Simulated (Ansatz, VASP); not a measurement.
# SnO in VASP and in Ansatz

```
CELL_PARAMETERS angstrom
3.82016 0.00000 0.00000
0.00000 3.82016 0.00000
0.00000 0.00000 22.22608
ATOMIC_POSITIONS crystal
Sn 0.75000 0.25000 0.20246
Sn 0.25000 0.75000 0.30878
Sn 0.37500 0.87500 0.50450
Sn 0.87500 0.37500 0.61082
O 0.25000 0.25000 0.25562
O 0.75000 0.75000 0.25562
O 0.87500 0.87500 0.55766
O 0.37500 0.37500 0.55766
```

Alike in both runs: task single point; functional PBE; dispersion D3(BJ); k mesh 7 × 7 × 1; occupations gaussian, width 0.05 eV; no spin polarisation.

|  | VASP | Ansatz |
| --- | --- | --- |
| version | VASP 6.6.1 | Ansatz 0.2.0 |
| potentials or method | VASP PAW PBE potentials, release 64 (Sn_d, O), cutoff 520 eV | scalar-relativistic, plane waves, PAW |
| valence electrons in the cell | 80 | 80 |

|  | VASP | Ansatz | Ansatz less VASP |
| --- | --- | --- | --- |
| gap on the k mesh at the Fermi level (eV) | 2.55 | 2.57 | +0.023 |
| least direct gap on the mesh (eV) | 2.59 | 2.63 | +0.042 |
| rms of the force components (eV/Å) | 0.036 | 0.009 | -0.0273 |

Ansatz's warnings: xc potential rough in thin density.
